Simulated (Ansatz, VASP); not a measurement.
Be in VASP and in Ansatz

The input INCAR:

```
PREC = Accurate
ENCUT = 520
EDIFF = 1E-6
ISMEAR = -1
SIGMA = 0.1
LREAL = False
LASPH = True
NELM = 100
ALGO = Normal
ISIF = 2
LWAVE = False
LCHARG = False
GGA = PS
NBANDS = 7
```

File KPOINTS:

```
regular mesh
0
Gamma
  28 28 28
```

POSCAR

```
Be
1.0
    0.0000000000      1.5309243934      1.5309243934
    1.5309243934      0.0000000000      1.5309243934
    1.5309243934      1.5309243934      0.0000000000
Be
1
Direct
    0.0000000000      0.0000000000      0.0000000000
```

Input for Ansatz:

```yaml
crystal:
  lattice:
    - [0.0, 1.5309243934, 1.5309243934]
    - [1.5309243934, 0.0, 1.5309243934]
    - [1.5309243934, 1.5309243934, 0.0]
  atoms:
    - { symbol: Be, position: [0.0, 0.0, 0.0] }
hamiltonian:
  xc: pbesol
  pseudopotentials:
    kind: paw
    azcp:
      Be: "pseudopotentials/Be.paw.azcp"
basis:
  ecutwfc: 420
  fft_grid_basis: typed
kpoints:
  mp_grid: { grid: [28, 28, 28], shift: [0, 0, 0] }
magnetization:
  spin_polarized: false
scf:
  occupations: { method: fermi_dirac, width: 0.1 }
output:
  stress: true
  write_density: true
  write_potential: true
  elf: true
  volumetric_format: npy
```

Alike in both runs: task single point; functional PBEsol; k mesh 28 × 28 × 28; occupations fermi-dirac, width 0.1 eV; no spin polarisation.

```csv
,VASP,Ansatz
version,VASP 6.6.1,Ansatz 0.2.0
potentials or method,"VASP PAW PBE potentials, release 64 (Be), cutoff 520 eV","plane waves (420 eV) with PAW, scalar-relativistic"
valence electrons in the cell,2,2
```

Ansatz gave:

- pressure (GPa): 11.7

Task: Estimate VASP's values.

Result: Pressure (GPa): 12.2.

VASP's potentials were made for PBE, not for PBEsol, and Ansatz warns of the same on its side.
